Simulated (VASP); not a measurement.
# Ir (P6_3/mmc) in VASP: vibrations by perturbation theory with LDA

Aim: the vibrations by perturbation theory of Ir with LDA.

Everything below comes from runs of VASP 6.6.1. Logs are shortened: lines on timing, memory, paths and dates and some standing lists are left out, and cuts for length are marked.

### 1 The cell of the first run

Symmetry: P6_3/mmc, No. 194, hexagonal system. Conventional cell: a = 2.684 Å, b = 2.684 Å, c = 4.352 Å, α = 90.00°, β = 90.00°, γ = 120.00°. Ir (site symmetry -6m2) has 12 Ir at 2.67 to 2.68 Å within 3.5 Å.

This isn't the form of Ir at room conditions, which is fcc.

### 2 Vibrations by perturbation theory, LDA

The input, INCAR:

```
  PREC = Accurate
  ENCUT = 520
  EDIFF = 1E-8
  ISMEAR = -1
  SIGMA = 0.15
  LREAL = False
  LASPH = True
  NELM = 80
  ALGO = Normal
  ISIF = 2
  LWAVE = False
  LCHARG = False
  GGA = CA
  NBANDS = 16
  IBRION = 8
  NSW = 1
```

The input, KPOINTS:

```
regular mesh
0
Gamma
  18 18 10
```

The input, POSCAR:

```
Ir
1.0
    2.6835005416      0.0000000000      0.0000000000
   -1.3417502708      2.3239796401      0.0000000000
    0.0000000000      0.0000000000      4.3519802910
Ir
2
Direct
    0.6666666667      0.3333333333      0.7500000000
    0.3333333333      0.6666666667      0.2500000000
```

Potentials or basis: VASP PAW LDA potentials, release 64 (Ir).

Run with:

```
$ cat potpaw_LDA.64/Ir/POTCAR > POTCAR
$ mpirun -np 1 vasp_std > vasp.out
```

OUTCAR:

```text
PREC = Accurate
   ENCUT = 520
   EDIFF = 1E-8
   ISMEAR = -1
   LREAL = False
   LASPH = True
   NELM = 80
   ISIF = 2
   GGA = CA
   IBRION = 8
   NSW = 1

 ion  position               nearest neighbor table
   1  0.667  0.333  0.750-   2 2.67   2 2.67   2 2.67   2 2.67   2 2.67   2 2.67
   2  0.333  0.667  0.250-   1 2.67   1 2.67   1 2.67   1 2.67   1 2.67   1 2.67

  LATTYP: Found a hexagonal cell.
 ALAT       =     2.6835005416
 C/A-ratio  =     1.6217549516

  Lattice vectors:

 A1 = (   2.6835005416,   0.0000000000,   0.0000000000)
 A2 = (  -1.3417502708,   2.3239796401,   0.0000000000)
 A3 = (   0.0000000000,   0.0000000000,   4.3519802910)

Analysis of symmetry for initial positions (statically):
=====================================================================
 Subroutine PRICEL returns:
 Original cell was already a primitive cell.

 Routine SETGRP: Setting up the symmetry group for a
 hexagonal supercell.

 Subroutine GETGRP returns: Found 24 space group operations
 (whereof 12 operations were pure point group operations)
 out of a pool of 24 trial point group operations.

The static configuration has the point symmetry D_3d.
 The point group associated with its full space group is D_6h.

Analysis of symmetry for dynamics (positions and initial velocities):
=====================================================================
 Subroutine PRICEL returns:
 Original cell was already a primitive cell.

 Routine SETGRP: Setting up the symmetry group for a
 hexagonal supercell.

 Subroutine GETGRP returns: Found 24 space group operations
 (whereof 12 operations were pure point group operations)
 out of a pool of 24 trial point group operations.

The dynamic configuration has the point symmetry D_3d.
 The point group associated with its full space group is D_6h.

 Subroutine INISYM returns: Found 24 space group operations
 (whereof 12 operations are pure point group operations),
 and found     1 'primitive' translations

[... 623 lines left out ...]
      direct lattice vectors                 reciprocal lattice vectors
     2.683500542  0.000000000  0.000000000     0.372647586  0.215148184  0.000000000
    -1.341750271  2.323979640  0.000000000     0.000000000  0.430296369  0.000000000
     0.000000000  0.000000000  4.351980291     0.000000000  0.000000000  0.229780452

 POSITION                                       TOTAL-FORCE (eV/Angst)
 -----------------------------------------------------------------------------------
      1.34175      0.77466      3.26399         0.000000     -0.000000      0.000000
     -0.00000      1.54932      1.08800        -0.000000      0.000000      0.000000
 -----------------------------------------------------------------------------------
    total drift:                               -0.000000      0.000000     -0.000000

  FREE ENERGIE OF THE ION-ELECTRON SYSTEM (eV)
  ---------------------------------------------------
  free  energy   TOTEN  =       -20.5432782148 eV

  energy  without entropy=      -20.3827832148  energy(sigma->0) =      -20.46303071

[... ionic steps 2 to 3 ...]

--------------------------------------- Ionic step        4  -------------------------------------------

------------------------ aborting loop because EDIFF is reached ----------------------------------------

[... ionic steps 5 to 5 ...]

--------------------------------------- Ionic step        6  -------------------------------------------

 Free energy of the ion-electron system (eV)
  ---------------------------------------------------
  ---------------------------------------------------
  free energy    TOTEN  =        -0.21651260 eV

  energy without entropy =       -0.21651260

------------------------ aborting loop because EDIFF is reached ----------------------------------------

 INTERNAL STRAIN TENSOR  FOR ION    1  DIRECTION 3   (eV/Angst):
 -----------------------------------------------------------------------------
     0.06574  0.00000  0.00000
     0.00000  0.06574  0.00000
     0.00000 -0.00000 -0.12103

 INTERNAL STRAIN TENSOR FOR ION    2 for displacements in x,y,z  (eV/Angst):
          X           Y           Z          XY          YZ          ZX
  --------------------------------------------------------------------------------
  x    -0.00000     0.00000     0.00000    -2.10866     0.00000     0.00000
  y    -2.10866     2.10866     0.00000     0.00000     0.00000     0.00000
  z    -0.00000     0.00000     0.00000     0.00000     0.00000     0.00000

 SECOND DERIVATIVES (NOT SYMMETRIZED)
 ------------------------------------
               1X          1Y          1Z          2X          2Y          2Z
  1X    -6.038678    0.000000    0.000000    6.038678    0.000000    0.000000
  1Y    -0.000000   -6.038678    0.000000    0.000000    6.038678    0.000000
  1Z     0.000000    0.000000  -17.754341    0.000000    0.000000   17.754341
  2X     6.038678    0.000000    0.000000   -6.038678    0.000000    0.000000
  2Y     0.000000    6.038678    0.000000   -0.000000   -6.038678    0.000000
  2Z     0.000000    0.000000   17.754341    0.000000    0.000000  -17.754341

 Eigenvectors and eigenvalues of the dynamical matrix
 ----------------------------------------------------

   1 f  =    6.719218 THz    42.218090 2PiTHz  224.128979 cm-1    27.788439 meV
             X         Y         Z           dx          dy          dz
      1.341750  0.774660  3.263985     0.000000    0.000000    0.707107
     -0.000000  1.549320  1.087995     0.000000    0.000000   -0.707107
[... 16 lines left out ...]
   5 f  =    0.000000 THz     0.000000 2PiTHz    0.000001 cm-1     0.000000 meV
             X         Y         Z           dx          dy          dz
      1.341750  0.774660  3.263985    -0.060972    0.546993   -0.443938
     -0.000000  1.549320  1.087995    -0.060972    0.546993   -0.443938

   6 f/i=    0.000000 THz     0.000000 2PiTHz    0.000003 cm-1     0.000000 meV
             X         Y         Z           dx          dy          dz
      1.341750  0.774660  3.263985     0.351379    0.409825    0.456701
     -0.000000  1.549320  1.087995     0.351379    0.409825    0.456701

--------------------------------------------------------------------------------------------------------

 ELASTIC MODULI CONTR FROM IONIC RELAXATION (kBar)
 Direction    XX          YY          ZZ          XY          YZ          ZX
 --------------------------------------------------------------------------------
 XX         -43.4672     43.4672      0.0000     -0.0000      0.0000      0.0000
 YY          43.4672    -43.4672     -0.0000      0.0000      0.0000     -0.0000
 ZZ           0.0000     -0.0000     -0.0000      0.0000      0.0000     -0.0000
 XY          -0.0000      0.0000      0.0000    -43.4672      0.0000      0.0000
 YZ           0.0000      0.0000      0.0000      0.0000      0.0000      0.0000
 ZX           0.0000     -0.0000     -0.0000      0.0000      0.0000     -0.0000
 --------------------------------------------------------------------------------
```

Wall time 19 min (1 thread of Intel Xeon 8259CL, shared host); peak memory 0.84 GiB.

What came out:

```
Highest phonon frequency at Γ : 224 cm⁻¹
```

Phonon frequencies in cm⁻¹ (negative: imaginary):
```
              q point        frequencies
(0.000, 0.000, 0.000)  0 0 0 131 131 224
```

Caveat: the cell stands under pressure or tension, which shifts response properties; spin-orbit coupling is left out, which moves the levels of the heavy elements.
